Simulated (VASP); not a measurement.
Input of a VASP 6.6.1 run:

INCAR

```
  PREC = Accurate
  ENCUT = 520
  EDIFF = 1E-6
  ISMEAR = 0
  SIGMA = 0.02
  LREAL = F
  LASPH = T
  NELM = 100
  ALGO = Normal
  ISIF = 2
  LWAVE = F
  LCHARG = T
  GGA = PS
  IVDW = 12
  LELF = T
  LVHAR = T
  NBANDS = 20
```

The input KPOINTS:

```
Automatic mesh
0
Gamma
  12 12 12
```

The input POSCAR:

```
WS2
1.0
    1.5752588461      0.9094761188      6.3032454919
   -1.5752588461      0.9094761188      6.3032454919
    0.0000000000     -1.8189522376      6.3032454919
W S
1 2
Direct
    0.0006705380      0.0006705380      0.0006705380
    0.2511970947      0.2511970947      0.2511970947
    0.4168323673      0.4168323673      0.4168323673
```

Potentials or basis: VASP PAW PBE potentials, release 64 (W_sv, S).

Run with:

```console
$ cat potpaw_PBE.64/W_sv/POTCAR potpaw_PBE.64/S/POTCAR > POTCAR
$ mpirun -np 1 vasp_std > vasp.out
```

Q: Estimate the dispersion energy per atom.

A: -0.377 eV.

Q: Estimate the band gap on the k mesh.

A: 1.11 eV, indirect (least direct gap 1.92 eV).

Q: Predict the largest force.

A: 0.022 eV/Å.

Q: What does it give for the pressure?

A: -3.5 GPa.

Forces on the atoms (eV/Å):
```
W    0.000  0.000  0.000
S    0.000  0.000 -0.022
S    0.000  0.000  0.022
```

Caveat: the PAW data sets were made with another functional, which shifts forces and pressure a little; spin-orbit coupling is left out, which moves the levels of the heavy elements. A k mesh can miss the band edges.
